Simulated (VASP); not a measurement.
Here is a VASP 6.6.1 calculation.

INCAR

```
PREC = Accurate
ENCUT = 520
EDIFF = 1E-7
ISMEAR = -1
SIGMA = 0.08
LREAL = False
LASPH = True
NELM = 80
ALGO = Normal
ISIF = 2
LWAVE = False
LCHARG = False
GGA = PS
NBANDS = 8
```

The input KPOINTS:

```
Automatic mesh
0
Gamma
  18 18 18
```

POSCAR

```
Al
1.0
    0.0000000000      1.9668070754      1.9668070754
    1.9668070754      0.0000000000      1.9668070754
    1.9668070754      1.9668070754      0.0000000000
Al
1
Direct
    0.0000000000      0.0000000000      0.0000000000
```

Potentials or basis: VASP PAW PBE potentials, release 64 (Al).

Launch:

```console
$ cat potpaw_PBE.64/Al/POTCAR > POTCAR
$ mpirun -np 1 vasp_std > vasp.out
```

Question: What does it give for the pressure?

Answer: 5.9 GPa.

Caveat: the PAW data sets were made with another functional, which shifts forces and pressure a little.
